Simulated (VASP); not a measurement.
# Gd: single point with PBE+U

Gd:

```
CELL_PARAMETERS angstrom
3.60713 0.00000 0.00000
-1.80357 3.12387 0.00000
0.00000 0.00000 5.76107
ATOMIC_POSITIONS crystal
Gd 0.33333 0.66667 0.25000
Gd 0.66666 0.33333 0.75000
```

* Program: VASP 6.6.1
* Task: single point
* Functional: PBE
* Potentials or basis: VASP PAW PBE potentials, release 64 (Gd)
* Cutoff: 520 eV
* k mesh: 8 × 8 × 4
* Occupations: tetrahedron
* Spin: collinear spin, antiferromagnetic start
* Starting moments: [7.0, -7.0] μB
* Hubbard terms: Gd f U = 6.89 eV
* Dipole correction: no
* Further INCAR settings: ALGO = Normal; EDIFF = 1e-06; NBANDS = 29

- Pressure: 1.4 GPa
- Band gap on the k mesh: zero (filled and empty bands overlap)
- Net moment: 0.00 μB per cell
- Site moments: Gd +7.07, -7.07 μB
- Valence electrons inside the program's atomic spheres: Gd 15.20

Stress tensor (GPa, compression positive):
```
1.06 0.00 0.00
0.00 1.05 0.00
0.00 0.00 2.13
```

Levels at points of the mesh, in eV from the Fermi level:
Spin up:
```csv
k point,band 14,band 15,band 16,band 17,band 18,band 19,band 20,band 21,band 22,band 23
"(0.00, 0.00, 0.00)",-8.40,-8.36,-4.81,-2.09,1.40,1.40,1.41,1.95,2.77,2.77
"(0.50, 0.00, 0.00)",-8.39,-8.39,-1.98,-1.25,-1.09,0.32,1.44,1.51,2.23,3.58
"(0.00, 0.50, 0.00)",-8.39,-8.39,-1.98,-1.25,-1.09,0.32,1.44,1.51,2.23,3.58
"(0.00, 0.00, 0.50)",-8.40,-8.36,-3.59,-2.86,0.54,1.22,1.25,1.25,2.01,2.01
"(0.50, 0.00, 0.50)",-8.40,-8.39,-2.08,-1.79,-0.34,0.30,1.47,2.22,2.42,3.42
"(0.00, 0.50, 0.50)",-8.40,-8.39,-2.08,-1.79,-0.34,0.30,1.47,2.22,2.42,3.42
```
Spin down:
```csv
k point,band 16,band 17,band 18,band 19,band 20,band 21
"(0.00, 0.00, 0.00)",-4.81,-2.09,1.40,1.40,1.41,1.95
"(0.50, 0.00, 0.00)",-1.98,-1.25,-1.09,0.32,1.44,1.51
"(0.00, 0.50, 0.00)",-1.98,-1.25,-1.09,0.32,1.44,1.51
"(0.00, 0.00, 0.50)",-3.59,-2.86,0.54,1.22,1.25,1.25
"(0.50, 0.00, 0.50)",-2.08,-1.79,-0.34,0.30,1.47,2.22
"(0.00, 0.50, 0.50)",-2.08,-1.79,-0.34,0.30,1.47,2.22
```

Eigenvalues of the final occupation matrices:
```csv
site,spin,trace,eigenvalues
site 1 f,1,6.93,0.99 0.99 0.99 0.99 0.99 0.99 0.99
site 1 f,2,0.01,0.00 0.00 0.00 0.00 0.00 0.00 0.00
site 2 f,1,0.01,0.00 0.00 0.00 0.00 0.00 0.00 0.00
site 2 f,2,6.93,0.99 0.99 0.99 0.99 0.99 0.99 0.99
```

Run time: 12 min on 1 thread of AMD EPYC 7R13 (shared host), peak memory 0.32 GiB.

Caveat: spin-orbit coupling is left out, which moves the levels of the heavy elements; tetrahedron occupations give inexact forces and stress in metals. The state reached can hang on the start; a lower one may exist.
